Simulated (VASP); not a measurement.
A run of VASP 6.6.1 is set up as follows.

The input INCAR:

```
PREC     = Accurate       # precision mode
ENCUT    = 520            # plane-wave cutoff, eV
EDIFF    = 1E-6           # SCF threshold, eV
ISMEAR   = -1             # smearing method
SIGMA    = 0.05           # smearing width, eV
LREAL    = Auto         
LASPH    = True           # aspherical terms in the spheres
NELM     = 150            # most SCF steps
ALGO     = Normal         # electronic algorithm
ISIF     = 2              # what is computed and relaxed
LWAVE    = False          # write WAVECAR
LCHARG   = False          # write CHGCAR
ISPIN    = 2              # spin polarisation
MAGMOM   = 0 0 0 0 0 0 0 0 0 0 0 0 0 0 0 0 0 0 0 0 0 0 0 0 0 0 0 0 0 0 0 0 0 0 0 0 0 0 0 0 0 0 0 0 0 0 0.13 0 0 0 0 0 0 0 0 0 0 0 0 0 0 0 0 # initial moments
LORBIT   = 11             # projections on sites
GGA      = PE             # functional
IVDW     = 12             # dispersion correction
NELECT   = 253.0        
NBANDS   = 167            # bands
```

File KPOINTS:

```
regular mesh
0
Gamma
  1 1 1
```

POSCAR

```
Si62C
1.0
   10.8600000000      0.0000000000      0.0000000000
    0.0000000000     10.8600000000      0.0000000000
    0.0000000000      0.0000000000     10.8600000000
Si C
62 1
Direct
    0.5029865562     -0.0011714549     -0.0009011971
    0.6279280847      0.1193875691      0.1334877532
    0.7523582873      0.2449116943      0.0029609576
    0.8762638122      0.3774056169      0.1278857274
    0.7453131676     -0.0162555249      0.2654962247
    0.8736036832      0.1193639042      0.3760849908
   -0.0033250460     -0.0033076427      0.0009912523
    0.1234518416      0.1245715470      0.1231567219
    0.2508042357      0.2508355433      0.0018307551
    0.3782650092      0.3777315838      0.1241651934
    0.5033027624      0.5021350829     -0.0022623389
    0.6261803867      0.6265843462      0.1275496317
    0.7492960405      0.7493243094     -0.0018277164
    0.8725767956      0.8715807551      0.1282679558
    0.2528031308      0.0029299263      0.2475612339
    0.3768651934      0.1327626151      0.3699403315
    0.5075616943      0.2595482505      0.2533085635
    0.6298831492      0.3890286372      0.3860599448
    0.7559348066      0.5107024862      0.2584817680
    0.8834684162      0.6414850829      0.3843941068
    0.4938432781      0.0032018416      0.5002400552
    0.6240594843      0.1244162983      0.6243141805
    0.7510961326      0.2490954880      0.4997036832
    0.8705878453      0.3794709024      0.6238865562
    0.7526727440     -0.0082577348      0.7386708103
    0.8771956722      0.1215278085      0.8699337017
   -0.0016866483      0.4995544199     -0.0039434622
    0.1315401473      0.6221145488      0.1186755064
    0.2575826888      0.7463740331     -0.0087799263
    0.3765157459      0.8751069982      0.1228005525
   -0.0017947514      0.2468423573      0.2512150092
    0.1241370166      0.3726805709      0.3753120626
    0.2524378453      0.4979465009      0.2529430018
    0.3783190608      0.6230603131      0.3815416206
    0.4990288214      0.7486837017      0.2549199816
    0.6207509208      0.8583918048      0.3998368324
   -0.0024071823     -0.0077420810      0.5006846225
    0.1231775322      0.1249957643      0.6239178637
    0.2545492634      0.2534103131      0.5023622468
    0.3866529466      0.3833173112      0.6229798343
    0.5209536832      0.5308367403      0.5203352670
    0.8623913444      0.8526013812      0.5993598527
    0.2438766114     -0.0003038674      0.7548453039
    0.3738396869      0.1244795580      0.8766198895
    0.4998373849      0.2491343462      0.7513418969
    0.6267124309      0.3734952118      0.8748635359
    0.7318626151      0.5127587477      0.7331753223
    0.8669607735      0.6218716390      0.8679631676
    0.0081622468      0.7491584715      0.2459468692
    0.1287703499      0.8769186004      0.3725156538
    0.0008980663      0.5009894107      0.5005395028
    0.1276867403      0.6232515654      0.6261190608
    0.2500656538      0.7510972376      0.5000404236
    0.3705967772      0.8794553407      0.6259825967
   -0.0002190608      0.2534622468      0.7486383057
    0.1281485267      0.3765063536      0.8738528545
    0.2571654696      0.5006836096      0.7505604052
    0.3909036832      0.6306074586      0.8618079190
    0.5162054328      0.7477546961      0.7222053407
    0.6265795580      0.8730349908      0.8675087477
   -0.0078558011      0.7458248619      0.7420958564
    0.1180369245      0.8697492634      0.8740452118
    0.6085748619      0.6575461326      0.6057102210
```

Potentials or basis: VASP PAW PBE potentials, release 64 (Si, C).

Run with:

```sh
$ cat potpaw_PBE.64/Si/POTCAR potpaw_PBE.64/C/POTCAR > POTCAR
$ mpirun -np 1 vasp_gam > vasp.out
```

Q: Estimate the dispersion energy per atom.

A: -0.311 eV.

Q: Estimate the net moment.

A: 0.00 μB per cell.

Forces in eV/Å, atoms in the order of the input:
```
Si   0.032 -0.020 -0.051
Si  -0.022  0.093 -0.091
Si  -0.023  0.084 -0.085
Si   0.004  0.022 -0.011
Si   0.032  0.153 -0.146
Si   0.008  0.047  0.001
Si   0.014  0.016 -0.017
Si   0.006  0.014  0.000
Si   0.001 -0.008 -0.017
Si  -0.014 -0.017  0.014
Si  -0.025 -0.006  0.032
Si  -0.002  0.015 -0.004
Si   0.010  0.020  0.007
Si   0.012  0.032 -0.027
Si   0.039  0.011 -0.014
Si   0.030 -0.037  0.039
Si  -0.007 -0.003  0.025
Si  -0.017  0.034  0.019
Si  -0.026  0.004 -0.006
Si  -0.017  0.050  0.026
Si   0.088 -0.087  0.012
Si   0.010  0.009  0.006
Si  -0.012  0.026 -0.004
Si  -0.059  0.081 -0.019
Si   0.003 -0.009 -0.025
Si  -0.011  0.014 -0.006
Si  -0.006  0.014 -0.017
Si  -0.055  0.025  0.026
Si  -0.057  0.011  0.079
Si   0.031  0.025 -0.005
Si  -0.001  0.016 -0.009
Si   0.005  0.014 -0.015
Si  -0.016  0.015 -0.032
Si  -0.052  0.013 -0.053
Si   0.027  0.003  0.008
Si   0.234  0.168 -0.272
Si   0.102  0.104 -0.038
Si   0.031  0.060  0.009
Si   0.015  0.004  0.000
Si  -0.035 -0.004  0.010
Si  -0.201 -0.008 -0.068
Si   0.276  0.169 -0.040
Si   0.073 -0.009 -0.048
Si   0.022  0.002 -0.006
Si   0.001  0.019 -0.011
Si  -0.027  0.130 -0.094
Si  -0.058  0.354 -0.128
Si   0.041  0.076  0.017
Si  -0.025  0.042  0.021
Si   0.031  0.036 -0.017
Si   0.010  0.008 -0.005
Si   0.010  0.010  0.007
Si  -0.008 -0.001 -0.027
Si   0.080 -0.112 -0.008
Si  -0.048  0.042 -0.006
Si  -0.011  0.003  0.003
Si  -0.019 -0.008  0.015
Si  -0.152 -0.006  0.173
Si  -0.166 -0.320  0.237
Si   0.002 -0.066 -0.055
Si   0.071  0.028  0.026
Si   0.046  0.050  0.006
C   -0.225 -1.444  0.658
```

Caveat: the k points lie up to 0.58 Å⁻¹ apart; the cell carries a net charge on a neutralising background, which shifts energy and pressure.
